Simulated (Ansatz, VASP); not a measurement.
# SiO2 in VASP and in Ansatz

File INCAR:

```
PREC     = Accurate       # precision mode
ENCUT    = 520            # plane-wave cutoff, eV
EDIFF    = 1E-8           # SCF threshold, eV
ISMEAR   = -1             # smearing method
SIGMA    = 0.02           # smearing width, eV
LREAL    = False          # projectors in reciprocal space
LASPH    = True           # aspherical terms in the spheres
NELM     = 100            # most SCF steps
ALGO     = Normal         # electronic algorithm
ISIF     = 2              # what is computed and relaxed
LWAVE    = False          # write WAVECAR
LCHARG   = False          # write CHGCAR
GGA      = PE             # functional
LEFG     = True         
NBANDS   = 44             # bands
```

File KPOINTS:

```
regular mesh
0
Gamma
  6 6 3
```

File POSCAR:

```
SiO2
1.0
    5.0690738885      0.0000000000      0.0000000000
   -2.5345369442      4.3899467611      0.0000000000
    0.0000000000      0.0000000000      8.5584885400
Si O
4 8
Direct
    0.6666666667      0.3333333333      0.9371258000
    0.6666666667      0.3333333333      0.5628742000
    0.3333333333      0.6666666667      0.0628742000
    0.3333333333      0.6666666667      0.4371258000
    0.0000000000      0.4212587450      0.0000000000
    0.4212587450      0.4212587450      0.5000000000
    0.5787412550      0.0000000000      0.5000000000
    0.5787412550      0.5787412550      0.0000000000
    0.0000000000      0.5787412550      0.5000000000
    0.6666666667      0.3333333333      0.7500000000
    0.3333333333      0.6666666667      0.2500000000
    0.4212587450      0.0000000000      0.0000000000
```

Input for Ansatz:

```yaml
crystal:
  lattice:
    - [5.0690738885, 0.0, 0.0]
    - [-2.5345369442, 4.3899467611, 0.0]
    - [0.0, 0.0, 8.55848854]
  atoms:
    - { symbol: Si, position: [0.6666666667, 0.3333333333, 0.9371258] }
    - { symbol: Si, position: [0.6666666667, 0.3333333333, 0.5628742] }
    - { symbol: Si, position: [0.3333333333, 0.6666666667, 0.0628742] }
    - { symbol: Si, position: [0.3333333333, 0.6666666667, 0.4371258] }
    - { symbol: O, position: [0.0, 0.421258745, 0.0] }
    - { symbol: O, position: [0.421258745, 0.421258745, 0.5] }
    - { symbol: O, position: [0.578741255, 0.0, 0.5] }
    - { symbol: O, position: [0.578741255, 0.578741255, 0.0] }
    - { symbol: O, position: [0.0, 0.578741255, 0.5] }
    - { symbol: O, position: [0.6666666667, 0.3333333333, 0.75] }
    - { symbol: O, position: [0.3333333333, 0.6666666667, 0.25] }
    - { symbol: O, position: [0.421258745, 0.0, 0.0] }
kpoints:
  mp_grid: { grid: [6, 6, 3] }
scf:
  occupations: { method: fermi_dirac, width: 0.02 }
hamiltonian:
  xc: pbe
  pseudopotentials: { kind: paw, frozen_core: stored }
output:
  forces: true
  stress: true
  populations: true
  efg: { quadrupole_moments_barn: { O: -0.02558 } }
  write_density: true
  write_potential: true
  elf: true
  volumetric_format: npy
```

Alike in both runs: task electric field gradients; functional PBE; k mesh 6 × 6 × 3; occupations fermi-dirac, width 0.02 eV; no spin polarisation.

|  | VASP | Ansatz |
| --- | --- | --- |
| version | VASP 6.6.1 | Ansatz 0.2.0 |
| potentials or method | VASP PAW PBE potentials, release 64 (Si, O) | plane-wave PAW, scalar-relativistic |
| plane-wave cutoff (eV) | 520 | 420 |
| valence electrons in the cell | 64 | 64 |

Ansatz gave:

| Quantity | Value |
| --- | --- |
| gap on the k mesh at the Fermi level (eV) | 5.61 |
| pressure (GPa) | 4.1 |
| rms of the force components (eV/Å) | 0.103 |
| size of Vzz on the site where it differs most (V/Å²) | 105.6 |

What did VASP give for the same quantities?

gap on the k mesh at the Fermi level (eV): 5.61; pressure (GPa): 4.2; rms of the force components (eV/Å): 0.101; size of Vzz on the site where it differs most (V/Å²): 96.9.

Atom by atom the forces differ by 0.005 eV/Å (rms over components).
